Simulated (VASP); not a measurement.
# Ge: single point with PBEsol

The system is Ge.

```
Ge
1.0
     1.42408   -2.59509    0.00000
     1.42408    2.59509    0.00000
     0.00000    0.00000    2.68237
Ge
1
Direct
  0.50000 0.50000 0.00000
```

This cell differs from its parent crystal: strain +0.030 along x and y, +0.015 along z.

```yaml
Program: VASP 6.6.1
Task: single point
Functional: PBEsol
Potentials_or_basis: VASP PAW PBE potentials, release 64 (Ge_d)
Cutoff: 520 eV
k_mesh: 24 × 24 × 22
Occupations: gaussian, width 0.15 eV
Spin: no spin polarisation
```

| Quantity | Value |
| --- | --- |
| Pressure | -4.9 GPa |
| Band gap on the k mesh | zero (bands 7 and 8 overlap by 10.19 eV) |

Stress tensor (GPa, compression positive):
```
-4.83  0.00  0.00
 0.00 -6.48  0.00
 0.00  0.00 -3.49
```

Levels at points of the mesh, in eV from the Fermi level:
| k point | band 3 | band 4 | band 5 | band 6 | band 7 | band 8 | band 9 | band 10 | band 11 | band 12 |
| --- | --- | --- | --- | --- | --- | --- | --- | --- | --- | --- |
| (0.00, 0.00, 0.00) | -24.56 | -24.45 | -24.44 | -12.78 | 6.95 | 7.10 | 8.08 | 10.36 | 12.68 | 14.34 |
| (0.50, 0.00, 0.00) | -24.49 | -24.47 | -24.46 | -7.99 | -5.27 | 3.41 | 7.43 | 10.61 | 16.57 | 16.61 |
| (0.50, 0.50, 0.00) | -24.49 | -24.47 | -24.45 | -8.57 | -5.42 | 4.63 | 8.59 | 10.16 | 16.02 | 16.40 |
| (0.00, 0.00, 0.50) | -24.52 | -24.51 | -24.46 | -8.90 | -5.63 | 10.00 | 10.98 | 15.86 | 16.28 | 17.28 |
| (0.50, 0.00, 0.50) | -24.54 | -24.46 | -24.37 | -3.74 | -2.10 | -1.76 | 3.59 | 6.37 | 11.69 | 13.10 |
| (0.50, 0.50, 0.50) | -24.52 | -24.47 | -24.38 | -4.40 | -2.21 | -2.19 | 3.33 | 7.59 | 12.94 | 14.28 |

It took 3.5 min on 1 thread of Intel(R) Xeon(R) Platinum 8259CL CPU @ 2.50GHz (Skylake/Cascade Lake), on a shared host, peak memory 0.52 GiB.

Caveat: the cell differs from its parent crystal (strain +0.030 along x and y, +0.015 along z); the cell stands under tension; the PAW data sets were made with another functional, which shifts forces and pressure a little.
